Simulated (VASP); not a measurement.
Write the native input for VASP 6.6.1 that does the following.

```
Task                   : single point
Functional             : PBE
Dispersion             : D3(BJ)
Potentials or basis    : VASP PAW PBE potentials, release 64 (Mg)
Cutoff                 : 600 eV
k mesh                 : 5 × 5 × 5
Occupations            : fermi-dirac, width 0.05 eV
Spin                   : no spin polarisation
Dipole correction      : no
Further INCAR settings : ALGO = Normal; EDIFF = 1e-06; NBANDS = 7
```

The structure of Mg lies in POSCAR:

```
Mg
1.0
   -1.4765000000      1.4765000000      1.4765000000
    1.4765000000     -1.4765000000      1.4765000000
    1.4765000000      1.4765000000     -1.4765000000
Mg
1
Direct
    0.0000000000      0.0000000000      0.0000000000
```

These files were run (other wordings do the same):

INCAR

```
SYSTEM = Mg
PREC = Accurate
ENCUT = 600
EDIFF = 1E-6
ISMEAR = -1
SIGMA = 0.05
LREAL = .False.
LASPH = .True.
NELM = 120
ALGO = Normal
ISIF = 2
LWAVE = .False.
LCHARG = .True.
GGA = PE
IVDW = 12
LELF = .True.
LVHAR = .True.
NBANDS = 7
GGA_COMPAT = .False.
```

KPOINTS

```
Automatic mesh
0
Gamma
  5 5 5
  0 0 0
```

Potentials or basis: VASP PAW PBE potentials, release 64 (Mg).

Run with:

```console
$ cat potpaw_PBE.64/Mg/POTCAR > POTCAR
$ mpirun -np 1 vasp_std > vasp.out
```

It gave:

```yaml
Pressure: 57.8 GPa
Band_gap_on_the_k_mesh: zero (band 1 reaches 7.35 eV, above the bottom of band 2 at 6.49 eV)
Dispersion_energy_per_atom: -0.513 eV
```

Caveat: the k points lie up to 0.60 Å⁻¹ apart; pairwise dispersion overbinds metals, which lowers pressure and volume.

Run time: 4.9 s on 1 thread of Intel Xeon 8259CL, on a shared host, peak memory 0.13 GiB.
